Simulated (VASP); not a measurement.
Wanted: the native input for a VASP 6.6.1 run.

| Property | Result |
| --- | --- |
| Task | single point |
| Functional | PBE |
| Potentials or basis | VASP PAW PBE potentials, release 64 (Si) |
| Cutoff | 520 eV |
| k mesh | 14 × 14 × 14 |
| Occupations | fermi-dirac, width 0.03 eV |
| Spin | no spin polarisation |
| Dipole correction | no |
| Further INCAR settings | ALGO = Normal; EDIFF = 1e-06; NBANDS = 8 |

The structure of Si lies in POSCAR:

```
Si
1.0
    2.5323493578      0.0000000000      0.0000000000
    0.0000000000      2.5323493578      0.0000000000
    0.0000000000      0.0000000000      2.5323493578
Si
1
Direct
    0.0000000000      0.0000000000      0.0000000000
```

The input as run:

INCAR

```
  PREC = Accurate
  ENCUT = 520
  EDIFF = 1E-6
  ISMEAR = -1
  SIGMA = 0.03
  LREAL = F
  LASPH = T
  NELM = 100
  ALGO = Normal
  ISIF = 2
  LWAVE = F
  LCHARG = F
  GGA = PE
  NBANDS = 8
```

KPOINTS

```
regular mesh
0
Gamma
  14 14 14
```

Potentials or basis: VASP PAW PBE potentials, release 64 (Si).

The run is started by

```sh
$ cat potpaw_PBE.64/Si/POTCAR > POTCAR
$ mpirun -np 1 vasp_std > vasp.out
```

Results of the run:

| Property | Result |
| --- | --- |
| Pressure | 0.0 GPa |
| Band gap on the k mesh | zero (band 2 reaches 15.68 eV, above the bottom of band 3 at 5.37 eV) |

Wall time 4.1 s on 1 thread of Intel(R) Xeon(R) 6975P-C (Granite Rapids), on a shared host, peak memory 0.12 GiB.
